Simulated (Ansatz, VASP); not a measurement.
# Cd: VASP beside Ansatz

```xyz
2
Lattice="3.0007 0.0000 0.0000 -1.5004 2.5987 0.0000 0.0000 0.0000 5.9262" Properties=species:S:1:pos:R:3 pbc="T T T"
Cd    0.0000    1.7325    1.4815
Cd    1.5004    0.8662    4.4446
```

Alike in both runs: task single point; functional PBE; k mesh 12 × 12 × 6; occupations fermi-dirac, width 0.1 eV; no spin polarisation.

|  | VASP | Ansatz |
| --- | --- | --- |
| version | VASP 6.6.1 | Ansatz 0.2.0 |
| potentials or method | VASP PAW PBE potentials, release 64 (Cd), cutoff 520 eV | plane waves (500 eV) with PAW, scalar-relativistic |
| valence electrons in the cell | 24 | 40 |

```csv
,VASP,Ansatz,Ansatz less VASP
pressure (GPa),0.3,0.0,-0.27
"traceless stress, the component that is largest in VASP (GPa)",-0.15,-0.01,+0.133
```

VASP's potentials hold 24 valence electrons a cell and Ansatz's 40, so a difference there can come from the potentials and not from the codes.
